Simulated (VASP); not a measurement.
# MgO in VASP: a series of runs, part 2 of 2

VASP 6.6.1. The steps go on from the part before.

### 4 Single point, r2SCAN (in-plane strain -0.02, then relaxed in part)

File POSCAR:

```
MgO
1.0
    2.0601241659      2.0601241659      0.0000000000
   -2.0601241659      2.0601241659      0.0000000000
    0.0000000000      2.0601241659      2.1292978572
Mg O
1 1
Direct
    0.0000000000      0.0000000000      0.0000000000
    0.5000000000      0.5000000000      0.0000000000
```

File INCAR.step1:

```
SYSTEM = MgO
  PREC = Accurate
  ENCUT = 920
  ISMEAR = 0
  SIGMA = 0.01
  LREAL = .FALSE.
  LASPH = .TRUE.
  NELM = 120
  NBANDS = 15
  GGA = PE
  ALGO = Normal
  EDIFF = 1E-5
  LWAVE = .TRUE.
  LCHARG = .FALSE.
  GGA_COMPAT = .FALSE.
```

File INCAR.step2:

```
SYSTEM = MgO
  PREC = Accurate
  ENCUT = 920
  EDIFF = 1E-6
  ISMEAR = 0
  SIGMA = 0.01
  LREAL = .FALSE.
  LASPH = .TRUE.
  NELM = 120
  ALGO = Normal
  ISIF = 2
  LWAVE = .FALSE.
  LCHARG = .FALSE.
  METAGGA = R2SCAN
  LMIXTAU = .TRUE.
  NBANDS = 15
  ISTART = 1
  GGA_COMPAT = .FALSE.
```

File KPOINTS:

```
regular mesh
0
G
  10 10 10
  0 0 0
```

Potentials or basis: VASP PAW PBE potentials, release 64 (Mg_sv, O).

Launch:

```console
cat potpaw_PBE.64/Mg_sv/POTCAR potpaw_PBE.64/O/POTCAR > POTCAR
cp INCAR.step1 INCAR
mpirun -np 1 vasp_std > vasp.out
cp INCAR.step2 INCAR
mpirun -np 1 vasp_std > vasp.out
```

OUTCAR:

```text
SYSTEM = MgO
   PREC = Accurate
   ENCUT = 920
   EDIFF = 1E-6
   ISMEAR = 0
   LREAL = .FALSE.
   LASPH = .TRUE.
   NELM = 120
   ISIF = 2
   METAGGA = R2SCAN
   ISTART = 1

 ion  position               nearest neighbor table
   1  0.000  0.000  0.000-   2 2.06   2 2.06   2 2.06   2 2.06
   2  0.500  0.500  0.000-   1 2.06   1 2.06   1 2.06   1 2.06

  LATTYP: Found a body centered tetragonal cell.
 ALAT       =     2.9134555356
 C/A-ratio  =     1.4616992305

  Lattice vectors:

 A1 = (   2.0601241659,   0.0000000000,  -2.1292978572)
 A2 = (  -2.0601241659,   0.0000000000,  -2.1292978572)
 A3 = (   0.0000000000,   2.0601241659,   2.1292978572)

Analysis of symmetry for initial positions (statically):
=====================================================================
 Subroutine PRICEL returns:
 Original cell was already a primitive cell.

 Routine SETGRP: Setting up the symmetry group for a
 body centered tetragonal supercell.

 Subroutine GETGRP returns: Found 16 space group operations
 (whereof 16 operations were pure point group operations)
 out of a pool of 16 trial point group operations.

The static configuration has the point symmetry D_4h.

Analysis of symmetry for dynamics (positions and initial velocities):
[... 177 lines left out ...]
      9       8.7144      0.00000
     10      19.5690      0.00000
     11      19.9326      0.00000
     12      19.9326      0.00000
     13      24.0176      0.00000
     14      25.3252      0.00000
[... 401 lines left out ...]
      2     -37.2562      2.00000
      3     -37.2335      2.00000
      4     -37.2095      2.00000
      5     -14.0327      2.00000
      6      -0.9087      2.00000
      7       0.0128      2.00000
      8       1.5943      2.00000
      9      14.0006      0.00000
     10      16.3591      0.00000
     11      17.0056      0.00000
     12      22.2321      0.00000
     13      23.1114      0.00000
     14      28.2825      0.00000
     15      32.3013      0.00000

 [... further k-points ...]

------------------------ aborting loop because EDIFF is reached ----------------------------------------

  FORCE on cell =-STRESS in cart. coord.  units (eV):
  Direction    XX          YY          ZZ          XY          YZ          ZX
  --------------------------------------------------------------------------------------
  -------------------------------------------------------------------------------------
  Total        0.9653563      0.9653563      0.0429188      0.0000000      0.0000000     -0.0000000
  in kB       85.5746235     85.5746235      3.8045603      0.0000000      0.0000000     -0.0000000
  external PRESSURE =      58.3179358 kB  Pullay stress =       0.0000000 kB

 VOLUME and BASIS-vectors are now :
 -----------------------------------------------------------------------------
  energy-cutoff  :      920.00
  volume of cell :       18.07
      direct lattice vectors                 reciprocal lattice vectors
     2.060124166  2.060124166  0.000000000     0.242703818  0.242703818 -0.234819191
    -2.060124166  2.060124166  0.000000000    -0.242703818  0.242703818 -0.234819191
     0.000000000  2.060124166  2.129297857     0.000000000  0.000000000  0.469638382

 POSITION                                       TOTAL-FORCE (eV/Angst)
 -----------------------------------------------------------------------------------
      0.00000      0.00000      0.00000         0.000000      0.000000      0.000000
      0.00000      2.06012      0.00000         0.000000     -0.000000      0.000000
 -----------------------------------------------------------------------------------
    total drift:                               -0.000000     -0.000000      0.000000

  FREE ENERGIE OF THE ION-ELECTRON SYSTEM (eV)
  ---------------------------------------------------
  free  energy   TOTEN  =       -16.1341404168 eV

  energy  without entropy=      -16.1341404168  energy(sigma->0) =      -16.13414042
```

OSZICAR.step1:

```text
N       E                     dE             d eps       ncg     rms          rms(c)
DAV:   1     0.171265175700E+03    0.17127E+03   -0.14340E+04  3060   0.191E+03
DAV:   2    -0.704237114353E+01   -0.17831E+03   -0.16784E+03  3620   0.464E+02
DAV:   3    -0.133533823667E+02   -0.63110E+01   -0.62729E+01  4054   0.820E+01
DAV:   4    -0.134541446758E+02   -0.10076E+00   -0.10075E+00  3515   0.103E+01
DAV:   5    -0.134559963417E+02   -0.18517E-02   -0.18517E-02  4014   0.112E+00    0.862E+00
DAV:   6    -0.118534869785E+02    0.16025E+01   -0.25497E+00  3361   0.149E+01    0.277E+00
DAV:   7    -0.118427630139E+02    0.10724E-01   -0.15129E-01  3627   0.356E+00    0.171E+00
DAV:   8    -0.118334344179E+02    0.93286E-02   -0.38647E-02  3760   0.226E+00    0.360E-01
DAV:   9    -0.118320231936E+02    0.14112E-02   -0.40601E-03  3494   0.605E-01    0.102E-01
DAV:  10    -0.118322050967E+02   -0.18190E-03   -0.29752E-04  3704   0.187E-01    0.462E-02
DAV:  11    -0.118321963180E+02    0.87786E-05   -0.25172E-05  3837   0.479E-02
   1 F= -.11832196E+02 E0= -.11832196E+02  d E =-.190657E-51
```

Run time: 1.8 min. Hardware: 1 thread of AMD EPYC 9R45 (Zen 5), shared host; peak memory 0.18 GiB.

What came out:

| Property | Result |
| --- | --- |
| Free energy | -16.1341 eV |
| Pressure | 5.8 GPa |
| Band gap on the k mesh | 5.94 eV |

Stress tensor (GPa, compression positive):
```
8.56 0.00 0.00
0.00 8.56 0.00
0.00 0.00 0.38
```

Levels at points of the mesh, in eV from the valence-band top:
| k point | band 4 | band 5 | band 6 | band 7 | band 8 | band 9 | band 10 | band 11 | band 12 | band 13 |
| --- | --- | --- | --- | --- | --- | --- | --- | --- | --- | --- |
| (0.00, 0.00, 0.00) | -39.96 | -18.40 | -0.06 | -0.06 | 0.00 | 5.94 | 16.79 | 17.15 | 17.15 | 21.24 |
| (0.50, 0.00, 0.00) | -39.96 | -17.03 | -4.79 | -0.79 | -0.72 | 9.01 | 14.19 | 17.47 | 18.23 | 22.98 |
| (0.50, 0.50, 0.00) | -39.99 | -16.79 | -4.21 | -1.60 | -1.40 | 9.94 | 11.47 | 14.80 | 20.48 | 21.18 |
| (0.00, 0.00, 0.50) | -39.99 | -16.89 | -4.33 | -1.35 | -1.35 | 10.29 | 11.55 | 14.35 | 21.22 | 21.22 |

Caveat: the cell differs from its parent crystal (in-plane strain -0.02, then relaxed in part); the stress differs along the axes, from 0 to 9 GPa; the PAW data sets were made with another functional, which shifts forces and pressure a little.

### 5 Overview

```csv
cell,k mesh,smearing,gap on the mesh (eV),pressure (GPa)
"a = 2.973 Å, angles 60.0, 60.0, 90.0°, 2 atoms",14 × 14 × 14,fermi-dirac 0.08 eV,5.70,0.5
"a = 3.032, b = 3.032, c = 2.986 Å, angles 59.5, 59.5, 90.0°, 2 atoms",10 × 10 × 10,gaussian 0.01 eV,5.39,-3.5
"a = 2.913, b = 2.913, c = 2.963 Å, angles 60.5, 60.5, 90.0°, 2 atoms",10 × 10 × 10,gaussian 0.01 eV,5.94,5.8
```

Alike in all rows: task single point; level r2SCAN; potentials or basis VASP PAW PBE potentials, release 64 (Mg_sv, O); no spin polarisation; cutoff (eV) 920.

Caveats: the PAW data sets were made with another functional, which shifts forces and pressure a little; the stress differs along the axes, from -6 to 1 GPa (at least some runs); the stress differs along the axes, from 0 to 9 GPa (at least some runs).

Total energies depend on the potentials used, so only differences within one code and one set of settings carry meaning.
